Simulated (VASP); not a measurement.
# Zn (I4/mmm) in VASP: notebook, part 2 of 2

VASP 6.6.1. The steps go on from the part before.

## Step 5: Single point, PBE

This run uses another cell than the first one: it holds 4 atoms, not 1.

INCAR

```
SYSTEM = Zn
  PREC = Accurate
  ENCUT = 520
  EDIFF = 1E-6
  ISMEAR = 0
  SIGMA = 0.1
  LREAL = .False.
  LASPH = .True.
  NELM = 60
  ALGO = Fast
  ISIF = 2
  LWAVE = .False.
  LCHARG = .True.
  GGA = PE
  LELF = .True.
  LVHAR = .True.
  NBANDS = 32
```

KPOINTS

```
Automatic mesh
0
Gamma
  14 14 14
  0 0 0
```

POSCAR

```
Zn
1.0
   -3.4550952387      0.0000000000      2.6025818424
    0.0000000000      3.4550952387     -2.6025818424
    0.0000000000     -3.4550952387     -2.6025818424
Zn
4
Direct
    0.5000000000      0.2500000000      0.7500000000
    0.0000000000      0.5000000000      0.5000000000
    0.5000000000      0.7500000000      0.2500000000
    0.0000000000      0.0000000000      0.0000000000
```

Potentials or basis: VASP PAW PBE potentials, release 64 (Zn).

Launch:

```console
$ cat potpaw_PBE.64/Zn/POTCAR > POTCAR
$ mpirun -np 1 vasp_std > vasp.out
```

OUTCAR:

```text
SYSTEM = Zn
   PREC = Accurate
   ENCUT = 520
   EDIFF = 1E-6
   ISMEAR = 0
   LREAL = .False.
   LASPH = .True.
   NELM = 60
   ISIF = 2
   GGA = PE

 ion  position               nearest neighbor table
   1  0.500  0.250  0.750-   3 2.60   3 2.60   4 2.77   2 2.77   4 2.77   2 2.77   2 2.77   4 2.77
                             4 2.77   2 2.77
   2  0.000  0.500  0.500-   4 2.60   4 2.60   1 2.77   3 2.77   1 2.77   3 2.77   1 2.77   3 2.77
                             1 2.77   3 2.77
   3  0.500  0.750  0.250-   1 2.60   1 2.60   2 2.77   4 2.77   2 2.77   4 2.77   2 2.77   4 2.77
                             4 2.77   2 2.77
   4  0.000  0.000  0.000-   2 2.60   2 2.60   3 2.77   1 2.77   3 2.77   1 2.77   1 2.77   3 2.77
                             3 2.77   1 2.77
[... 7 lines left out ...]
 A1 = (   0.0000000000,  -3.4550952387,   2.6025818424)
 A2 = (   0.0000000000,   3.4550952387,   2.6025818424)
 A3 = (  -3.4550952387,   0.0000000000,  -2.6025818424)

Analysis of symmetry for initial positions (statically):
=====================================================================
 Subroutine PRICEL returns following result:

  LATTYP: Found a body centered tetragonal cell.
 ALAT       =     3.4550952387
 C/A-ratio  =     0.7532590747

  Lattice vectors:

 A1 = (   1.7275476194,  -1.7275476194,   1.3012909212)
 A2 = (  -1.7275476194,   1.7275476194,   1.3012909212)
 A3 = (  -1.7275476194,  -1.7275476193,  -1.3012909212)

   4 primitive cells build up your supercell.

 Routine SETGRP: Setting up the symmetry group for a
 body centered tetragonal supercell.

 Subroutine GETGRP returns: Found 16 space group operations
 (whereof 16 operations were pure point group operations)
 out of a pool of 16 trial point group operations.

The static configuration has the point symmetry D_4h.

Analysis of symmetry for dynamics (positions and initial velocities):
=====================================================================
 Subroutine PRICEL returns following result:

  LATTYP: Found a body centered tetragonal cell.
 ALAT       =     3.4550952387
[... 137 lines left out ...]
  Fermi-wavevector in a.u.,A,eV,Ry     =   1.502117  2.838590 30.699581  2.256356
  Thomas-Fermi vector in A             =   2.613399
   LORBIT       =      0    0 simple, 1 ext, 2 COOP (PROOUT), +10 PAW based schemes
   GGA     = PE    functional components
   LHFCALC =     F    Hartree Fock is set to
   AEXX    =    0.0000 exact exchange contribution
   IVDW    =     0    specifies the selected vdW correction
   LEPSILON=     F    determine dielectric tensor
   LRPA    =     F    only Hartree local field effects (RPA)
 non-spin polarized calculation
 RMM-DIIS sequential band-by-band and
 Gauss-broadening in eV      SIGMA  =   0.10
  energy-cutoff  :      520.00
  volume of cell :       62.14
 maximum number of plane-waves:      1698
   NGX = 17   NGY = 17   NGZ = 17

 number of electron      48.0000038 magnetization

 Free energy of the ion-electron system (eV)
  ---------------------------------------------------
  ext. energy  EPLUGINS =         0.00000000
  ---------------------------------------------------
  free energy    TOTEN  =        -4.36107011 eV

  energy without entropy =       -4.35592088  energy(sigma->0) =       -4.35849550

 E-fermi :   2.8639     XC(G=0): -11.4311

 val. band max:        2.8601793639   @ k =  -0.2143   0.2857   0.1429
 cond. band min:       2.8746721394   @ k =   0.2857  -0.2143   0.1429
 fundamental gap:      0.0144927755
 Fermi energy:         2.8639448432

 k-point     1 :       0.0000    0.0000    0.0000
  band No.  band energies     occupation
      1      -7.2739      2.00000
      2      -5.4308      2.00000
      3      -5.2806      2.00000
      4      -5.0227      2.00000
      5      -4.9694      2.00000
      6      -4.9694      2.00000
[... 829 lines left out ...]
     31       9.3835      0.00000
     32      11.2472      0.00000

 [... further k-points ...]

------------------------ aborting loop because EDIFF is reached ----------------------------------------

  FORCE on cell =-STRESS in cart. coord.  units (eV):
  Direction    XX          YY          ZZ          XY          YZ          ZX
  --------------------------------------------------------------------------------------
  -------------------------------------------------------------------------------------
  Total       -0.0199717     -0.0199717      0.0029939      0.0000000     -0.0000000      0.0000000
  in kB       -0.5149574     -0.5149574      0.0771945      0.0000000     -0.0000000      0.0000000
  external PRESSURE =      -0.3175734 kB  Pullay stress =       0.0000000 kB

 VOLUME and BASIS-vectors are now :
 -----------------------------------------------------------------------------
  energy-cutoff  :      520.00
  volume of cell :       62.14
      direct lattice vectors                 reciprocal lattice vectors
    -3.455095239  0.000000000  2.602581842    -0.289427622  0.000000000  0.000000000
     0.000000000  3.455095239 -2.602581842    -0.144713811  0.144713811 -0.192116917
     0.000000000 -3.455095239 -2.602581842    -0.144713811 -0.144713811 -0.192116917

 POSITION                                       TOTAL-FORCE (eV/Angst)
 -----------------------------------------------------------------------------------
     -1.72755     -1.72755     -1.30129         0.000000     -0.000000      0.000000
      0.00000      0.00000     -2.60258        -0.000000      0.000000      0.000000
     -1.72755      1.72755     -1.30129        -0.000000     -0.000000     -0.000000
      0.00000      0.00000      0.00000         0.000000      0.000000     -0.000000
 -----------------------------------------------------------------------------------
    total drift:                               -0.000000      0.000000     -0.000000

  FREE ENERGIE OF THE ION-ELECTRON SYSTEM (eV)
  ---------------------------------------------------
  free  energy   TOTEN  =        -4.3610701136 eV

  energy  without entropy=       -4.3559208797  energy(sigma->0) =       -4.35849550
```

OSZICAR:

```text
N       E                     dE             d eps       ncg     rms          rms(c)
DAV:   1     0.296680921867E+03    0.29668E+03   -0.23524E+04 15784   0.238E+03
DAV:   2     0.143451652053E+02   -0.28234E+03   -0.26888E+03 15704   0.406E+02
DAV:   3    -0.452100129994E+01   -0.18866E+02   -0.18697E+02 17608   0.115E+02
DAV:   4    -0.475229572183E+01   -0.23129E+00   -0.23123E+00 17216   0.139E+01
DAV:   5    -0.475270355992E+01   -0.40784E-03   -0.40783E-03 17744   0.513E-01    0.538E+00
RMM:   6    -0.438471170240E+01    0.36799E+00   -0.17594E+00 16921   0.130E+01    0.415E+00
RMM:   7    -0.436960211738E+01    0.15110E-01   -0.50482E-02 17376   0.268E+00    0.204E+00
RMM:   8    -0.436105043389E+01    0.85517E-02   -0.12700E-02 16537   0.794E-01    0.132E-01
RMM:   9    -0.436115010676E+01   -0.99673E-04   -0.33262E-03 17720   0.688E-01    0.145E-01
RMM:  10    -0.436106526556E+01    0.84841E-04   -0.67571E-04 17460   0.231E-01    0.159E-02
RMM:  11    -0.436106947048E+01   -0.42049E-05   -0.43040E-05 17700   0.667E-02    0.432E-03
RMM:  12    -0.436107011355E+01   -0.64308E-06   -0.20665E-06 10786   0.138E-02
   1 F= -.43610701E+01 E0= -.43584955E+01  d E =-.514923E-02
```

stdout:

```text
POSCAR found type information on POSCAR Zn
 POSCAR found :  1 types and       4 ions
 scaLAPACK will be used
 LDA part: xc-table for (Slater+PW92), standard interpolation
 POSCAR, INCAR and KPOINTS ok, starting setup
 FFT: planning ... GRIDC
 FFT: planning ... GRID_SOFT
 FFT: planning ... GRID
 WAVECAR not read
 entering main loop
WARNING in EDDRMM: call to ZHEGV failed, returncode =   6  3     32
WARNING in EDDRMM: call to ZHEGV failed, returncode =   8  4     31
WARNING in EDDRMM: call to ZHEGV failed, returncode =   8  4     31
WARNING in EDDRMM: call to ZHEGV failed, returncode =   8  4     32
WARNING in EDDRMM: call to ZHEGV failed, returncode =   8  4     32
WARNING in EDDRMM: call to ZHEGV failed, returncode =   8  4     31
```

Run time: 3.2 min. Hardware: 1 thread of AMD EPYC 9R45 (Zen 5), shared host; peak memory 0.4 GiB.

What came out:

* Free energy: -4.3611 eV
* Pressure: 0.0 GPa
* Band gap on the k mesh: zero (bands 24 and 25 overlap by 4.46 eV)

## Step 6: Relaxation of cell and atoms, PBE

This run uses another cell than the first one: it holds 4 atoms, not 1.

INCAR

```
SYSTEM = Zn
PREC = Accurate
ENCUT = 600
EDIFF = 1E-7
ISMEAR = 0
SIGMA = 0.1
LREAL = .FALSE.
LASPH = .TRUE.
NELM = 80
ALGO = Fast
ISIF = 3
LWAVE = .FALSE.
LCHARG = .FALSE.
GGA = PE
IBRION = 2
NSW = 80
EDIFFG = -0.015
```

KPOINTS

```
Automatic mesh
0
G
  14 14 14
  0 0 0
```

POSCAR

```
Zn
1.0
   -3.4519502369      0.0000000000      2.6046211623
    0.0000000000      3.4519502369     -2.6046211623
    0.0000000000     -3.4519502369     -2.6046211623
Zn
4
Direct
    0.5000000000      0.2500000000      0.7500000000
    0.0000000000      0.5000000000      0.5000000000
    0.5000000000      0.7500000000      0.2500000000
    0.0000000000      0.0000000000      0.0000000000
```

Potentials or basis: VASP PAW PBE potentials, release 64 (Zn).

Launch:

```console
$ cat potpaw_PBE.64/Zn/POTCAR > POTCAR
$ mpirun -np 1 vasp_std > vasp.out
```

OUTCAR:

```text
SYSTEM = Zn
   PREC = Accurate
   ENCUT = 600
   EDIFF = 1E-7
   ISMEAR = 0
   LREAL = .FALSE.
   LASPH = .TRUE.
   NELM = 80
   ISIF = 3
   GGA = PE
   IBRION = 2
   NSW = 80
   EDIFFG = -0.015

 ion  position               nearest neighbor table
   1  0.500  0.250  0.750-   3 2.60   3 2.60   2 2.77   4 2.77   4 2.77   2 2.77   2 2.77   4 2.77
                             4 2.77   2 2.77
   2  0.000  0.500  0.500-   4 2.60   4 2.60   1 2.77   3 2.77   1 2.77   3 2.77   1 2.77   3 2.77
                             1 2.77   3 2.77
   3  0.500  0.750  0.250-   1 2.60   1 2.60   2 2.77   2 2.77   4 2.77   4 2.77   2 2.77   4 2.77
                             2 2.77   4 2.77
   4  0.000  0.000  0.000-   2 2.60   2 2.60   1 2.77   3 2.77   3 2.77   1 2.77   1 2.77   3 2.77
                             3 2.77   1 2.77
[... 7 lines left out ...]
 A1 = (   0.0000000000,  -3.4519502369,   2.6046211623)
 A2 = (   0.0000000000,   3.4519502369,   2.6046211623)
 A3 = (  -3.4519502369,   0.0000000000,  -2.6046211623)

Analysis of symmetry for initial positions (statically):
=====================================================================
 Subroutine PRICEL returns following result:

  LATTYP: Found a body centered tetragonal cell.
 ALAT       =     3.4519502369
 C/A-ratio  =     0.7545361270
[... 196 lines left out ...]
  -------------------------------------------------------------------------------------
  Total        0.1667437      0.1667437      0.1092549      0.0000000      0.0000000      0.0000000
  in kB        4.3038433      4.3038433      2.8199931      0.0000000      0.0000000      0.0000000
  external PRESSURE =       3.8092266 kB  Pullay stress =       0.0000000 kB
[... 63 lines left out ...]
--------------------------------------- Ionic step        3  -------------------------------------------

 number of electron      48.0000028 magnetization

 Free energy of the ion-electron system (eV)
  ---------------------------------------------------
  ext. energy  EPLUGINS =         0.00000000
  ---------------------------------------------------
  free energy    TOTEN  =        -4.36013012 eV

  energy without entropy =       -4.35491664  energy(sigma->0) =       -4.35752338

 E-fermi :   2.8490     XC(G=0): -11.4180

 val. band max:        2.8453804973   @ k =  -0.2143   0.2857   0.1429
 cond. band min:       2.8653664342   @ k =   0.2857  -0.2143   0.1429
 fundamental gap:      0.0199859369
 Fermi energy:         2.8490175128

 k-point     1 :       0.0000    0.0000    0.0000
  band No.  band energies     occupation
      1      -7.2715      2.00000
      2      -5.4374      2.00000
      3      -5.2894      2.00000
      4      -5.0325      2.00000
      5      -4.9787      2.00000
      6      -4.9787      2.00000
[... 733 lines left out ...]
     27       6.0031      0.00000
     28       6.5215      0.00000

 [... further k-points ...]

------------------------ aborting loop because EDIFF is reached ----------------------------------------

  FORCE on cell =-STRESS in cart. coord.  units (eV):
  Direction    XX          YY          ZZ          XY          YZ          ZX
  --------------------------------------------------------------------------------------
  -------------------------------------------------------------------------------------
  Total        0.0322181      0.0322181     -0.0506611      0.0000000      0.0000000      0.0000000
  in kB        0.8286144      0.8286144     -1.3029479      0.0000000      0.0000000      0.0000000
  external PRESSURE =       0.1180936 kB  Pullay stress =       0.0000000 kB
[... 19 lines left out ...]
  FREE ENERGIE OF THE ION-ELECTRON SYSTEM (eV)
  ---------------------------------------------------
  free  energy   TOTEN  =        -4.3601301174 eV

  energy  without entropy=       -4.3549166448  energy(sigma->0) =       -4.35752338

 reached required accuracy - stopping structural energy minimisation
```

CONTCAR:

```text
Zn
   1.00000000000000
    -3.4566055093249184    0.0000000000000000    2.6069226927741878
     0.0000000000000000    3.4566055093249184   -2.6069226927741878
     0.0000000000000000   -3.4566055093249184   -2.6069226927741878
  Zn
     4
Direct
     0.5000000000000000    0.2500000000000000    0.7500000000000000
     0.0000000000000000    0.5000000000000000    0.5000000000000000
     0.5000000000000000    0.7500000000000000    0.2500000000000000
     0.0000000000000000    0.0000000000000000    0.0000000000000000

  0.00000000E+00  0.00000000E+00  0.00000000E+00
  0.00000000E+00  0.00000000E+00  0.00000000E+00
  0.00000000E+00  0.00000000E+00  0.00000000E+00
  0.00000000E+00  0.00000000E+00  0.00000000E+00
```

Wall time 14 min (1 thread of Oxide Virtual Turin-like, shared host); peak memory 0.46 GiB.

What came out:

```yaml
Free_energy: -4.3601 eV
Relaxed_volume: 15.57 Å³/atom
Relaxed_cell: a = 4.329 Å, b = 4.329 Å, c = 4.329 Å, α = 105.95°, β = 111.26°, γ = 111.26°
Space_group_after_relaxing_to_0.1_Å: I4/mmm (No. 139)
Energy_gained_by_relaxing: 0.1 meV/atom
Ionic_steps: 3
Pressure_after_relaxing: 0.0 GPa
Band_gap_on_the_k_mesh: zero (bands 24 and 25 overlap by 4.45 eV)
```

Stress tensor (GPa, compression positive):
```
 0.08  0.00  0.00
 0.00  0.08  0.00
 0.00  0.00 -0.13
```

The path:
| step | energy change (eV) | largest force (eV/Å) | pressure (GPa) | volume (Å³) |
| --- | --- | --- | --- | --- |
| 1 | 0.0000 | 0.0000 | 0.38 | 62.07 |
| 2 | -0.0002 | 0.0000 | -0.10 | 62.41 |
| 3 | -0.0002 | 0.0000 | 0.01 | 62.30 |

Final structure:
```yaml
crystal:
  lattice:
    - [-3.45661, 0.00000, 2.60692]
    - [0.00000, 3.45661, -2.60692]
    - [0.00000, -3.45661, -2.60692]
  atoms:
    - { symbol: Zn, position: [0.50000, 0.25000, 0.75000] }
    - { symbol: Zn, position: [0.00000, 0.50000, 0.50000] }
    - { symbol: Zn, position: [0.50000, 0.75000, 0.25000] }
    - { symbol: Zn, position: [0.00000, 0.00000, 0.00000] }
```

## Step 7: Summary

| task | cell | k mesh | cutoff (eV) | gap on the mesh (eV) | pressure (GPa) | relaxed volume (Å³/atom) |
| --- | --- | --- | --- | --- | --- | --- |
| single point | a = 2.757 Å, angles 103.1, 103.1, 123.1°, 1 atom, atomic positions A | 10 × 10 × 10 | 500 | none | 0.4 | - |
| single point | a = 2.767 Å, angles 102.8, 102.8, 123.8°, 1 atom, atomic positions A | 20 × 20 × 20 | 520 | none | 0.4 | - |
| relaxation of cell and atoms | relaxed from a = 2.757 Å, angles 103.1, 103.1, 123.1°, 1 atom, atomic positions A | 20 × 20 × 20 | 600 | none | 0.0 | 15.59 |
| single point | a = 4.326 Å, angles 106.0, 111.2, 111.2°, 4 atoms, atomic positions B | 14 × 14 × 14 | 520 | none | 0.0 | - |
| relaxation of cell and atoms | relaxed from a = 4.324 Å, angles 105.9, 111.3, 111.3°, 4 atoms, atomic positions B | 14 × 14 × 14 | 600 | none | 0.0 | 15.57 |

Alike in all rows: level PBE; potentials or basis VASP PAW PBE potentials, release 64 (Zn); no spin polarisation; smearing gaussian 0.1 eV.

Absolute energies hang on the potentials; compare differences alone.
